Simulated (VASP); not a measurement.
# WSe2 (P6_3/mmc) in VASP: relaxation of the atoms with PBE

Aim: the relaxation of the atoms of WSe2 with PBE.

Everything below comes from runs of VASP 6.6.1. Logs are shortened: lines on timing, memory, paths and dates and some standing lists are left out, and cuts for length are marked.

**1. The cell of the first run**

Symmetry: P6_3/mmc, No. 194, hexagonal system. The conventional cell has a = 3.282 Å, b = 3.282 Å, c = 12.960 Å, α = 90.00°, β = 90.00°, γ = 120.00°. Within 3.3 Å of W (site symmetry -6m2) lie 6 Se at 2.53 Å and 6 W at 3.28 Å. Within 3.3 Å of Se (site symmetry 3m) lie 3 W at 2.53 Å and 6 Se at 3.28 Å.

**2. Relaxation of the atoms, PBE**

INCAR

```
SYSTEM = WSe2
PREC     = Accurate       ! precision mode
ENCUT    = 450            ! plane-wave cutoff, eV
EDIFF    = 1E-7           ! SCF threshold, eV
ISMEAR   = 0              ! smearing method
SIGMA    = 0.01           ! smearing width, eV
LREAL    = .FALSE.        ! projectors in reciprocal space
LASPH    = .TRUE.         ! aspherical terms in the spheres
NELM     = 120            ! most SCF steps
ALGO     = Normal         ! electronic algorithm
ISIF     = 2              ! what is computed and relaxed
LWAVE    = .FALSE.        ! write WAVECAR
LCHARG   = .FALSE.        ! write CHGCAR
GGA      = PE             ! functional
IBRION   = 2              ! ionic algorithm
NSW      = 80             ! ionic steps
EDIFFG   = -0.003         ! ionic threshold
GGA_COMPAT= .FALSE.      
NELMIN   = 4
```

KPOINTS

```
Automatic mesh
0
G
  10 10 3
  0 0 0
```

POSCAR

```
WSe2
1.0
    3.2820020026      0.0000000000      0.0000000000
   -1.6410010013      2.8422971095      0.0000000000
    0.0000000000      0.0000000000     12.9600000000
W Se
2 4
Direct
    0.3333333333      0.6666666667      0.2500000000
    0.6666666667      0.3333333333      0.7500000000
    0.3333333333      0.6666666667      0.6211000000
    0.6666666667      0.3333333333      0.1211000000
    0.3333333333      0.6666666667      0.8789000000
    0.6666666667      0.3333333333      0.3789000000
```

Potentials or basis: VASP PAW PBE potentials, release 64 (W_sv, Se).

Run with:

```
> cat potpaw_PBE.64/W_sv/POTCAR potpaw_PBE.64/Se/POTCAR > POTCAR
> mpirun -np 1 vasp_std > vasp.out
```

OUTCAR:

```text
SYSTEM = WSe2
   PREC = Accurate
   ENCUT = 450
   EDIFF = 1E-7
   ISMEAR = 0
   LREAL = .FALSE.
   LASPH = .TRUE.
   NELM = 120
   ISIF = 2
   GGA = PE
   IBRION = 2
   NSW = 80
   EDIFFG = -0.003
   NELMIN = 4

 ion  position               nearest neighbor table
   1  0.333  0.667  0.250-   4 2.53   6 2.53   4 2.53   6 2.53   4 2.53   6 2.53
   2  0.667  0.333  0.750-   3 2.53   5 2.53   3 2.53   5 2.53   3 2.53   5 2.53
   3  0.333  0.667  0.621-   2 2.53   2 2.53   2 2.53
   4  0.667  0.333  0.121-   1 2.53   1 2.53   1 2.53
   5  0.333  0.667  0.879-   2 2.53   2 2.53   2 2.53
   6  0.667  0.333  0.379-   1 2.53   1 2.53   1 2.53

  LATTYP: Found a hexagonal cell.
 ALAT       =     3.2820020026
 C/A-ratio  =     3.9488092907

  Lattice vectors:

 A1 = (   3.2820020026,   0.0000000000,   0.0000000000)
 A2 = (  -1.6410010013,   2.8422971095,   0.0000000000)
 A3 = (   0.0000000000,   0.0000000000,  12.9600000000)

Analysis of symmetry for initial positions (statically):
=====================================================================
 Subroutine PRICEL returns:
 Original cell was already a primitive cell.

 Routine SETGRP: Setting up the symmetry group for a
 hexagonal supercell.

 Subroutine GETGRP returns: Found 24 space group operations
 (whereof 12 operations were pure point group operations)
 out of a pool of 24 trial point group operations.

The static configuration has the point symmetry D_3d.
 The point group associated with its full space group is D_6h.

Analysis of symmetry for dynamics (positions and initial velocities):
=====================================================================
 Subroutine PRICEL returns:
 Original cell was already a primitive cell.

 Routine SETGRP: Setting up the symmetry group for a
 hexagonal supercell.

 Subroutine GETGRP returns: Found 24 space group operations
 (whereof 12 operations were pure point group operations)
 out of a pool of 24 trial point group operations.

The dynamic configuration has the point symmetry D_3d.
 The point group associated with its full space group is D_6h.

 Subroutine INISYM returns: Found 24 space group operations
 (whereof 12 operations are pure point group operations),
 and found     1 'primitive' translations

----------------------------------------------------------------------------------------

                                     Primitive cell

  volume of cell :     120.8964

  direct lattice vectors                    reciprocal lattice vectors
     3.282002003  0.000000000  0.000000000     0.304692075  0.175914051  0.000000000
    -1.641001001  2.842297110  0.000000000     0.000000000  0.351828103  0.000000000
     0.000000000  0.000000000 12.960000000     0.000000000  0.000000000  0.077160494

  length of vectors
     3.282002003  3.282002003 12.960000000     0.351828103  0.351828103  0.077160494

  position of ions in fractional coordinates (direct lattice)
     0.333333333  0.666666667  0.250000000
     0.666666667  0.333333333  0.750000000
     0.333333333  0.666666667  0.621100000
     0.666666667  0.333333333  0.121100000
     0.333333333  0.666666667  0.878900000
     0.666666667  0.333333333  0.378900000

  ion indices of the primitive-cell ions
   primitive index   ion index
                 1           1
                 2           2
                 3           3
                 4           4
                 5           5
                 6           6

----------------------------------------------------------------------------------------

 KPOINTS: Automatic mesh

Automatic generation of k-mesh.
 Grid dimensions read from file:
 generate k-points for:   10   10    3

 Generating k-lattice:

  Cartesian coordinates                     Fractional coordinates (reciprocal lattice)
     0.030469207  0.017591405  0.000000000     0.100000000 -0.000000000  0.000000000
     0.000000000  0.035182810  0.000000000     0.000000000  0.100000000  0.000000000
     0.000000000  0.000000000  0.025720165     0.000000000  0.000000000  0.333333333

  Length of vectors
     0.035182810  0.035182810  0.025720165

  Shift w.r.t. Gamma in fractional coordinates (k-lattice)
     0.000000000  0.000000000  0.000000000

 Subroutine IBZKPT returns following result:
 ===========================================

 Found     28 irreducible k-points:

 Following reciprocal coordinates:
            Coordinates               Weight
  0.000000  0.000000  0.000000      1.000000
  0.100000  0.000000  0.000000      6.000000
  0.200000  0.000000  0.000000      6.000000
  0.300000  0.000000  0.000000      6.000000
  0.400000  0.000000  0.000000      6.000000
  0.500000  0.000000  0.000000      3.000000
[... 16 lines left out ...]
  0.300000  0.100000  0.333333     24.000000
  0.400000  0.100000  0.333333     24.000000
 [... further k-points ...]
   k-points           NKPTS =     28   k-points in BZ     NKDIM =     28   number of bands    NBANDS=     31
   number of dos      NEDOS =    301   number of ions     NIONS =      6
   total plane-waves  NPLWV =  51840
   dimension x,y,z NGX =    24 NGY =   24 NGZ =   90
   dimension x,y,z NGXF=    48 NGYF=   48 NGZF=  180
   ions per type =               2   4
   NGX,Y,Z   is equivalent  to a cutoff of  12.16, 12.16, 11.54 a.u.
   NGXF,Y,Z  is equivalent  to a cutoff of  24.31, 24.31, 23.09 a.u.
 SYSTEM =  WSe2
   PREC   = accura    normal or accurate (medium, high low for compatibility)
   ISTART =      0    job   : 0-new  1-cont  2-samecut
   ICHARG =      2    charge: 1-file 2-atom 10-const
   ISPIN  =      1    spin polarized calculation?
   LNONCOLLINEAR =      F non collinear calculations
   LSORBIT =      F    spin-orbit coupling
   LASPH  =      T    aspherical Exc in radial PAW
   ENCUT  =  450.0 eV  33.07 Ry    5.75 a.u.   5.68  5.68 22.42*2*pi/ulx,y,z
   NELM   =    120;   NELMIN=  4; NELMDL= -5     # of ELM steps
   EDIFF  = 0.1E-06   stopping-criterion for ELM
   LREAL  =      F    real-space projection
   EDIFFG = -.3E-02   stopping-criterion for IOM
   NSW    =     80    number of steps for IOM
   IBRION =      2    ionic relax: 0-MD 1-quasi-New 2-CG
   NFREE  =      1    steps in history (QN), initial steepest desc. (CG)
   ISIF   =      2    stress and relaxation
   ISYM   =      2    0-nonsym 1-usesym 2-fastsym
   POTIM  = 0.5000    time-step for ionic-motion
   TEBEG  =    0.0;   TEEND  =   0.0 temperature during run
   PSTRESS=    0.0 pullay stress
   NELECT =      52.0000    total number of electrons
   NUPDOWN=      -1.0000    fix difference up-down
   EMIN   =  10.00;   EMAX   =-10.00  energy-range for DOS
   EFERMI =   0.00;   METHOD = LEGACY
   ISMEAR =     0;   SIGMA  =   0.01  broadening in eV -4-tet -1-fermi 0-gaus
   EFERMI_NEDOS =   21; number of points for ismear=-14 and -15
   IALGO  =     38    algorithm
   IMIX   =      4    mixing-type and parameters
     AMIX     =   0.40;   BMIX     =  1.00
     AMIX_MAG =   1.60;   BMIX_MAG =  1.00
  volume/ion in A,a.u.               =      20.15       135.97
  Fermi-wavevector in a.u.,A,eV,Ry     =   1.235771  2.335270 20.777881  1.527131
  Thomas-Fermi vector in A             =   2.370407
   LORBIT       =      0    0 simple, 1 ext, 2 COOP (PROOUT), +10 PAW based schemes
   GGA     = PE    functional components
   LHFCALC =     F    Hartree Fock is set to
   AEXX    =    0.0000 exact exchange contribution
   IVDW    =     0    specifies the selected vdW correction
   LEPSILON=     F    determine dielectric tensor
   LRPA    =     F    only Hartree local field effects (RPA)
 conjugate gradient relaxation of ions
 non-spin polarized calculation
 Gauss-broadening in eV      SIGMA  =   0.01
  energy-cutoff  :      450.00
  volume of cell :      120.90
 maximum number of plane-waves:      2641
 NGX is ok and might be reduce to    24
   NGX = 11   NGY = 11   NGZ = 45

--------------------------------------- Ionic step        1  -------------------------------------------

 number of electron      51.9999994 magnetization

 Free energy of the ion-electron system (eV)
  ---------------------------------------------------
  ext. energy  EPLUGINS =         0.00000000
  ---------------------------------------------------
  free energy    TOTEN  =       -43.10879306 eV

  energy without entropy =      -43.10879306  energy(sigma->0) =      -43.10879306

------------------------ aborting loop because EDIFF is reached ----------------------------------------

  FORCE on cell =-STRESS in cart. coord.  units (eV):
  Direction    XX          YY          ZZ          XY          YZ          ZX
  --------------------------------------------------------------------------------------
  -------------------------------------------------------------------------------------
  Total        3.4577729      3.4577729      4.3007555      0.0000000      0.0000000      0.0000000
  in kB       45.8240779     45.8240779     56.9956909      0.0000000      0.0000000      0.0000000
  external PRESSURE =      49.5479489 kB  Pullay stress =       0.0000000 kB
[... 65 lines left out ...]
  energy  without entropy=      -43.1195075826  energy(sigma->0) =      -43.11950758

--------------------------------------- Ionic step        3  -------------------------------------------

 number of electron      51.9999992 magnetization

 Free energy of the ion-electron system (eV)
  ---------------------------------------------------
  ext. energy  EPLUGINS =         0.00000000
  ---------------------------------------------------
  free energy    TOTEN  =       -43.11964022 eV

  energy without entropy =      -43.11964022  energy(sigma->0) =      -43.11964022

 E-fermi :   6.3669     XC(G=0): -10.8012

 val. band max:        6.2985728579   @ k =   0.0000   0.0000   0.0000
 cond. band min:       7.2754110215   @ k =   0.2000   0.2000   0.0000
 fundamental gap:      0.9768381635
 Fermi energy:         6.3669073658

 k-point     1 :       0.0000    0.0000    0.0000
  band No.  band energies     occupation
      1     -67.9996      2.00000
      2     -67.9996      2.00000
      3     -32.2461      2.00000
      4     -32.2461      2.00000
      5     -32.1102      2.00000
      6     -32.1102      2.00000
[... 805 lines left out ...]
     30       8.8936      0.00000
     31       9.5261      0.00000

 [... further k-points ...]

------------------------ aborting loop because EDIFF is reached ----------------------------------------

  FORCE on cell =-STRESS in cart. coord.  units (eV):
  Direction    XX          YY          ZZ          XY          YZ          ZX
  --------------------------------------------------------------------------------------
  -------------------------------------------------------------------------------------
  Total        2.6979944      2.6979944      2.3627523      0.0000000     -0.0000000      0.0000000
  in kB       35.7551260     35.7551260     31.3123352      0.0000000     -0.0000000      0.0000000
  external PRESSURE =      34.2741957 kB  Pullay stress =       0.0000000 kB
[... 21 lines left out ...]
  FREE ENERGIE OF THE ION-ELECTRON SYSTEM (eV)
  ---------------------------------------------------
  free  energy   TOTEN  =       -43.1196402185 eV

  energy  without entropy=      -43.1196402185  energy(sigma->0) =      -43.11964022

 reached required accuracy - stopping structural energy minimisation
```

Wall time 6.4 min (1 thread of AMD EPYC 7R13, shared host); peak memory 0.23 GiB.

Results:

* Free energy: -43.1196 eV
* Energy gained by relaxing: 1.8 meV/atom
* Ionic steps: 3
* Pressure after relaxing: 3.4 GPa
* Band gap on the k mesh: 0.98 eV, indirect (least direct gap 1.81 eV)

The path:
```
step  energy change (eV)  largest force (eV/Å)  pressure (GPa)
   1              0.0000                0.3178            4.95
   2             -0.0107                0.0355            3.60
   3             -0.0108                0.0010            3.43
```

Final structure:
```cif
data_structure
_symmetry_space_group_name_H-M 'P 1'
_symmetry_Int_Tables_number 1
_cell_length_a 3.2820
_cell_length_b 3.2820
_cell_length_c 12.9600
_cell_angle_alpha 90.000
_cell_angle_beta 90.000
_cell_angle_gamma 120.000
_cell_volume 120.90
loop_
_atom_site_label
_atom_site_type_symbol
_atom_site_fract_x
_atom_site_fract_y
_atom_site_fract_z
_atom_site_occupancy
W1 W 0.33333 0.66667 0.25000 1
W2 W 0.66667 0.33333 0.75000 1
Se1 Se 0.33333 0.66667 0.61976 1
Se2 Se 0.66667 0.33333 0.11976 1
Se3 Se 0.33333 0.66667 0.88024 1
Se4 Se 0.66667 0.33333 0.38024 1
```

Caveat: spin-orbit coupling is left out, which moves the levels of the heavy elements; this functional lacks dispersion, which binds the layers, so the pressure and a relaxed spacing across them are unreliable. A k mesh can miss the band edges.
